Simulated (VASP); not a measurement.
# SiC (Moissanite) (P6_3mc) in VASP: further runs

The runs below take SiC (Moissanite) through relaxation of cell and atoms, single point, with LDA, PBEsol, PBE, r2SCAN.

Program: VASP 6.6.1. These are calculated values, not measurements. Logs are shortened: lines on timing, memory, paths and dates and some standing lists are left out, and cuts for length are marked.

### 1 The cell of the first run

Symmetry: P6_3mc, No. 186, hexagonal system. Conventional cell: a = 3.076 Å, b = 3.076 Å, c = 5.048 Å, α = 90.00°, β = 90.00°, γ = 120.00°. Si (site symmetry 3m) has 4 C at 1.87 to 1.94 Å within 2.5 Å. C (site symmetry 3m) has 4 Si at 1.87 to 1.94 Å within 2.5 Å.

### 2 Relaxation of cell and atoms, LDA

INCAR

```
SYSTEM = SiC
PREC     = Accurate       ! precision mode
ENCUT    = 600            ! plane-wave cutoff, eV
EDIFF    = 1E-6           ! SCF threshold, eV
ISMEAR   = -1             ! smearing method
SIGMA    = 0.02           ! smearing width, eV
LREAL    = .FALSE.        ! projectors in reciprocal space
LASPH    = .TRUE.         ! aspherical terms in the spheres
NELM     = 60             ! most SCF steps
ALGO     = Normal         ! electronic algorithm
ISIF     = 3              ! what is computed and relaxed
LWAVE    = .FALSE.        ! write WAVECAR
LCHARG   = .FALSE.        ! write CHGCAR
IBRION   = 2              ! ionic algorithm
NSW      = 80             ! ionic steps
EDIFFG   = -0.01          ! ionic threshold
```

KPOINTS

```
regular mesh
0
G
  12 12 6
  0 0 0
```

POSCAR

```
SiC
1.0
    3.0760000000      0.0000000000      0.0000000000
   -1.5380000000      2.6638941400      0.0000000000
    0.0000000000      0.0000000000      5.0480000000
Si C
2 2
Direct
    0.3333333300      0.6666666700      0.0000000000
    0.6666666700      0.3333333300      0.5000000000
    0.3333333300      0.6666666700      0.3850000000
    0.6666666700      0.3333333300      0.8850000000
```

Potentials or basis: VASP PAW LDA potentials, release 64 (Si, C).

The run is started by

```bash
$ cat potpaw_LDA.64/Si/POTCAR potpaw_LDA.64/C/POTCAR > POTCAR
$ mpirun -np 1 vasp_std > vasp.out
```

OUTCAR:

```text
SYSTEM = SiC
   PREC = Accurate
   ENCUT = 600
   EDIFF = 1E-6
   ISMEAR = -1
   LREAL = .FALSE.
   LASPH = .TRUE.
   NELM = 60
   ISIF = 3
   IBRION = 2
   NSW = 80
   EDIFFG = -0.01

 ion  position               nearest neighbor table
   1  0.333  0.667  0.000-   4 1.87   4 1.87   4 1.87   3 1.94   2 3.09   2 3.09   2 3.09   2 3.09
                             2 3.09   2 3.09
   2  0.667  0.333  0.500-   3 1.87   3 1.87   3 1.87   4 1.94   1 3.09   1 3.09   1 3.09   1 3.09
                             1 3.09   1 3.09
   3  0.333  0.667  0.385-   2 1.87   2 1.87   2 1.87   1 1.94
   4  0.667  0.333  0.885-   1 1.87   1 1.87   1 1.87   2 1.94

  LATTYP: Found a hexagonal cell.
 ALAT       =     3.0760000000
 C/A-ratio  =     1.6410923277

  Lattice vectors:

 A1 = (   3.0760000000,   0.0000000000,   0.0000000000)
 A2 = (  -1.5380000000,   2.6638941400,   0.0000000000)
 A3 = (   0.0000000000,   0.0000000000,   5.0480000000)

Analysis of symmetry for initial positions (statically):
=====================================================================
 Subroutine PRICEL returns:
 Original cell was already a primitive cell.

 Routine SETGRP: Setting up the symmetry group for a
 hexagonal supercell.

 Subroutine GETGRP returns: Found 12 space group operations
 (whereof  6 operations were pure point group operations)
 out of a pool of 24 trial point group operations.

The static configuration has the point symmetry C_3v.
 The point group associated with its full space group is C_6v.

Analysis of symmetry for dynamics (positions and initial velocities):
=====================================================================
 Subroutine PRICEL returns:
 Original cell was already a primitive cell.

 Routine SETGRP: Setting up the symmetry group for a
 hexagonal supercell.

 Subroutine GETGRP returns: Found 12 space group operations
 (whereof  6 operations were pure point group operations)
 out of a pool of 24 trial point group operations.

The dynamic configuration has the point symmetry C_3v.
 The point group associated with its full space group is C_6v.

 Subroutine INISYM returns: Found 12 space group operations
 (whereof  6 operations are pure point group operations),
 and found     1 'primitive' translations

----------------------------------------------------------------------------------------

                                     Primitive cell

  volume of cell :      41.3640

  direct lattice vectors                    reciprocal lattice vectors
     3.076000000  0.000000000  0.000000000     0.325097529  0.187695146  0.000000000
    -1.538000000  2.663894140  0.000000000     0.000000000  0.375390292  0.000000000
     0.000000000  0.000000000  5.048000000     0.000000000  0.000000000  0.198098257

  length of vectors
     3.076000000  3.075999998  5.048000000     0.375390292  0.375390292  0.198098257

  position of ions in fractional coordinates (direct lattice)
     0.333333330  0.666666670  0.000000000
     0.666666670  0.333333330  0.500000000
     0.333333330  0.666666670  0.385000000
     0.666666670  0.333333330  0.885000000

  ion indices of the primitive-cell ions
   primitive index   ion index
                 1           1
                 2           2
                 3           3
                 4           4

----------------------------------------------------------------------------------------

 KPOINTS: regular mesh

Automatic generation of k-mesh.
 Grid dimensions read from file:
 generate k-points for:   12   12    6

 Generating k-lattice:

  Cartesian coordinates                     Fractional coordinates (reciprocal lattice)
     0.027091461  0.015641262  0.000000000     0.083333333  0.000000000  0.000000000
     0.000000000  0.031282524  0.000000000     0.000000000  0.083333333  0.000000000
     0.000000000  0.000000000  0.033016376     0.000000000  0.000000000  0.166666667

  Length of vectors
     0.031282524  0.031282524  0.033016376

  Shift w.r.t. Gamma in fractional coordinates (k-lattice)
     0.000000000  0.000000000  0.000000000

 Subroutine IBZKPT returns following result:
 ===========================================

 Found     76 irreducible k-points:

 Following reciprocal coordinates:
            Coordinates               Weight
  0.000000  0.000000  0.000000      1.000000
  0.083333 -0.000000  0.000000      6.000000
  0.166667 -0.000000  0.000000      6.000000
  0.250000  0.000000  0.000000      6.000000
  0.333333  0.000000  0.000000      6.000000
  0.416667 -0.000000  0.000000      6.000000
[... 16 lines left out ...]
  0.250000  0.000000  0.166667     12.000000
  0.333333  0.000000  0.166667     12.000000
 [... further k-points ...]
   k-points           NKPTS =     76   k-points in BZ     NKDIM =     76   number of bands    NBANDS=     12
   number of dos      NEDOS =    301   number of ions     NIONS =      4
   total plane-waves  NPLWV =  31360
   dimension x,y,z NGX =    28 NGY =   28 NGZ =   40
   dimension x,y,z NGXF=    56 NGYF=   56 NGZF=   80
   ions per type =               2   2
   NGX,Y,Z   is equivalent  to a cutoff of  15.13, 15.13, 13.17 a.u.
   NGXF,Y,Z  is equivalent  to a cutoff of  30.27, 30.27, 26.35 a.u.
 SYSTEM =  SiC
   PREC   = accura    normal or accurate (medium, high low for compatibility)
   ISTART =      0    job   : 0-new  1-cont  2-samecut
   ICHARG =      2    charge: 1-file 2-atom 10-const
   ISPIN  =      1    spin polarized calculation?
   LNONCOLLINEAR =      F non collinear calculations
   LSORBIT =      F    spin-orbit coupling
   LASPH  =      T    aspherical Exc in radial PAW
   ENCUT  =  600.0 eV  44.10 Ry    6.64 a.u.   6.14  6.14 10.08*2*pi/ulx,y,z
   NELM   =     60;   NELMIN=  2; NELMDL= -5     # of ELM steps
   EDIFF  = 0.1E-05   stopping-criterion for ELM
   LREAL  =      F    real-space projection
   EDIFFG = -.1E-01   stopping-criterion for IOM
   NSW    =     80    number of steps for IOM
   IBRION =      2    ionic relax: 0-MD 1-quasi-New 2-CG
   NFREE  =      1    steps in history (QN), initial steepest desc. (CG)
   ISIF   =      3    stress and relaxation
   ISYM   =      2    0-nonsym 1-usesym 2-fastsym
   POTIM  = 0.5000    time-step for ionic-motion
   TEBEG  =    0.0;   TEEND  =   0.0 temperature during run
   PSTRESS=    0.0 pullay stress
   NELECT =      16.0000    total number of electrons
   NUPDOWN=      -1.0000    fix difference up-down
   EMIN   =  10.00;   EMAX   =-10.00  energy-range for DOS
   EFERMI =   0.00;   METHOD = LEGACY
   ISMEAR =    -1;   SIGMA  =   0.02  broadening in eV -4-tet -1-fermi 0-gaus
   EFERMI_NEDOS =   21; number of points for ismear=-14 and -15
   IALGO  =     38    algorithm
   IMIX   =      4    mixing-type and parameters
     AMIX     =   0.40;   BMIX     =  1.00
     AMIX_MAG =   1.60;   BMIX_MAG =  1.00
  volume/ion in A,a.u.               =      10.34        69.78
  Fermi-wavevector in a.u.,A,eV,Ry     =   1.192817  2.254098 19.358549  1.422813
  Thomas-Fermi vector in A             =   2.328847
   LORBIT       =      0    0 simple, 1 ext, 2 COOP (PROOUT), +10 PAW based schemes
   GGA     = CA    functional components
   LHFCALC =     F    Hartree Fock is set to
   AEXX    =    0.0000 exact exchange contribution
   IVDW    =     0    specifies the selected vdW correction
   LEPSILON=     F    determine dielectric tensor
   LRPA    =     F    only Hartree local field effects (RPA)
 conjugate gradient relaxation of ions
 non-spin polarized calculation
  energy-cutoff  :      600.00
  volume of cell :       41.36
 maximum number of plane-waves:      1404
 NGX is ok and might be reduce to    28
   NGX = 13   NGY = 13   NGZ = 21

--------------------------------------- Ionic step        1  -------------------------------------------

 number of electron      16.0000001 magnetization

 Free energy of the ion-electron system (eV)
  ---------------------------------------------------
  ext. energy  EPLUGINS =         0.00000000
  ---------------------------------------------------
  free energy    TOTEN  =       -33.23660955 eV

  energy without entropy =      -33.23660955  energy(sigma->0) =      -33.23660955

------------------------ aborting loop because EDIFF is reached ----------------------------------------

  FORCE on cell =-STRESS in cart. coord.  units (eV):
  Direction    XX          YY          ZZ          XY          YZ          ZX
  --------------------------------------------------------------------------------------
  -------------------------------------------------------------------------------------
  Total       -0.5985614     -0.5985614     -1.6986309      0.0000000      0.0000000      0.0000000
  in kB      -23.1844404    -23.1844404    -65.7941015      0.0000000      0.0000000      0.0000000
  external PRESSURE =     -37.3876608 kB  Pullay stress =       0.0000000 kB
[... 213 lines left out ...]
  energy  without entropy=      -33.2811809366  energy(sigma->0) =      -33.28118094

--------------------------------------- Ionic step        7  -------------------------------------------

 number of electron      15.9999999 magnetization

 Free energy of the ion-electron system (eV)
  ---------------------------------------------------
  ext. energy  EPLUGINS =         0.00000000
  ---------------------------------------------------
  free energy    TOTEN  =       -33.28118590 eV

  energy without entropy =      -33.28118590  energy(sigma->0) =      -33.28118590

 E-fermi :   8.8035     XC(G=0): -11.6253

 val. band max:        8.4125669699   @ k =   0.0000   0.0000   0.0000
 cond. band min:      10.5332398378   @ k =   0.3333   0.3333   0.0000
 fundamental gap:      2.1206728679
 Fermi energy:         8.8034686284

 k-point     1 :       0.0000    0.0000    0.0000
  band No.  band energies     occupation
      1      -7.2056      2.00000
      2      -3.5232      2.00000
      3      -0.4042      2.00000
      4       7.0887      2.00000
      5       7.0887      2.00000
      6       8.2986      2.00000
      7       8.4126      2.00000
      8       8.4126      2.00000
      9      13.3243      0.00000
     10      14.8165      0.00000
     11      15.0711      0.00000
     12      15.0711      0.00000
[... 331 lines left out ...]
 k-point    24 :       0.3333    0.0000    0.1667
  band No.  band energies     occupation
      1      -5.1889      2.00000
      2      -2.5410      2.00000
      3       1.0464      2.00000
      4       2.6835      2.00000
      5       3.6379      2.00000
      6       5.5299      2.00000
      7       6.7872      2.00000
      8       7.3016      2.00000
      9      11.7501      0.00000
     10      12.8578      0.00000
     11      15.2594      0.00000
     12      16.2397      0.00000

 [... further k-points ...]
[... 5 lines left out ...]
  --------------------------------------------------------------------------------------
  -------------------------------------------------------------------------------------
  Total       -0.0379913     -0.0379913     -0.0395324      0.0000000      0.0000000      0.0000000
  in kB       -1.4974363     -1.4974363     -1.5581781      0.0000000      0.0000000      0.0000000
  external PRESSURE =      -1.5176836 kB  Pullay stress =       0.0000000 kB
[... 19 lines left out ...]
  FREE ENERGIE OF THE ION-ELECTRON SYSTEM (eV)
  ---------------------------------------------------
  free  energy   TOTEN  =       -33.2811859023 eV

  energy  without entropy=      -33.2811859023  energy(sigma->0) =      -33.28118590

 reached required accuracy - stopping structural energy minimisation
```

Run time: 97 s. Hardware: 1 thread of Intel Xeon Platinum 8375C at 2.90GHz (Ice Lake), shared host; peak memory 0.18 GiB.

Results:

```
Free energy                            : -33.2812 eV
Relaxed volume                         : 10.16 Å³/atom
Relaxed cell                           : a = 3.058 Å, b = 3.058 Å, c = 5.019 Å, α = 90.00°, β = 90.00°, γ = 120.00°
Space group after relaxing (to 0.05 Å) : P6_3mc (No. 186)
Energy gained by relaxing              : 11.1 meV/atom
Ionic steps                            : 7
Pressure after relaxing                : -0.2 GPa
Band gap on the k mesh                 : 2.12 eV, indirect (least direct gap 3.91 eV)
```

Step by step:
| step | energy change (eV) | largest force (eV/Å) | pressure (GPa) | volume (Å³) |
| --- | --- | --- | --- | --- |
| 1 | 0.0000 | 0.7346 | -3.74 | 41.36 |
| 2 | -0.0074 | 0.6671 | 4.26 | 39.93 |
| 3 | -0.0419 | 0.0779 | 0.20 | 40.58 |
| 4 | -0.0419 | 0.0626 | 0.29 | 40.57 |
| 5 | -0.0445 | 0.0131 | 0.16 | 40.59 |
| 6 | -0.0446 | 0.0023 | 0.18 | 40.59 |
| 7 | -0.0446 | 0.0019 | -0.15 | 40.65 |

Final structure:
```
Si C
1.0
     3.05809    0.00000    0.00000
    -1.52905    2.64838    0.00000
     0.00000    0.00000    5.01898
Si C
2 2
Direct
  0.33333 0.66667 0.00459
  0.66667 0.33333 0.50459
  0.33333 0.66667 0.38041
  0.66667 0.33333 0.88041
```

Levels at points of the mesh, in eV from the valence-band top:
```csv
k point,band 6,band 7,band 8,band 9,band 10,band 11
"(0.00, 0.00, 0.00)",-0.11,0.00,0.00,4.91,6.40,6.66
"(0.50, 0.00, 0.00)",-3.36,-3.36,-1.20,2.71,4.16,6.94
"(0.00, 0.00, 0.50)",-0.72,-0.72,-0.72,5.98,5.98,7.34
"(0.50, 0.00, 0.50)",-2.47,-2.35,-2.35,3.25,3.25,5.23
```

### 3 Single point, LDA

This run uses another cell than the first one, of 10.15 Å³/atom, 0.981 times its volume.

INCAR

```
PREC = Accurate
ENCUT = 520
EDIFF = 1E-7
ISMEAR = -1
SIGMA = 0.02
LREAL = False
LASPH = True
NELM = 100
ALGO = Normal
ISIF = 2
LWAVE = False
LCHARG = False
NBANDS = 16
```

KPOINTS

```
regular mesh
0
Gamma
  12 12 6
```

POSCAR

```
SiC
1.0
    3.0565758029      0.0000000000      0.0000000000
   -1.5282879015      2.6470722939      0.0000000000
    0.0000000000      0.0000000000      5.0164378410
Si C
2 2
Direct
    0.3333333333      0.6666666667      0.0046014592
    0.6666666667      0.3333333333      0.5046014592
    0.3333333333      0.6666666667      0.3803985408
    0.6666666667      0.3333333333      0.8803985408
```

Potentials or basis: VASP PAW LDA potentials, release 64 (Si, C).

The run is started by

```bash
$ cat potpaw_LDA.64/Si/POTCAR potpaw_LDA.64/C/POTCAR > POTCAR
$ mpirun -np 1 vasp_std > vasp.out
```

Wall time 47 s (1 thread of AMD EPYC 7R43 (Zen 3), shared host); peak memory 0.12 GiB.

It converged, with:

```yaml
Free_energy: -33.2759 eV
Pressure: 0.4 GPa
Band_gap_on_the_k_mesh: 2.12 eV, indirect (least direct gap 3.91 eV)
```

Levels at points of the mesh, in eV from the valence-band top:
| k point | band 5 | band 6 | band 7 | band 8 | band 9 | band 10 | band 11 | band 12 |
| --- | --- | --- | --- | --- | --- | --- | --- | --- |
| (0.00, 0.00, 0.00) | -1.32 | -0.12 | 0.00 | 0.00 | 4.92 | 6.42 | 6.67 | 6.67 |
| (0.50, 0.00, 0.00) | -5.51 | -3.37 | -3.36 | -1.20 | 2.71 | 4.16 | 6.95 | 7.11 |
| (0.00, 0.00, 0.50) | -0.72 | -0.72 | -0.72 | -0.72 | 6.00 | 6.00 | 7.35 | 7.35 |
| (0.50, 0.00, 0.50) | -2.47 | -2.47 | -2.35 | -2.35 | 3.25 | 3.25 | 5.23 | 5.23 |

(Continued in part 2 of 2.)
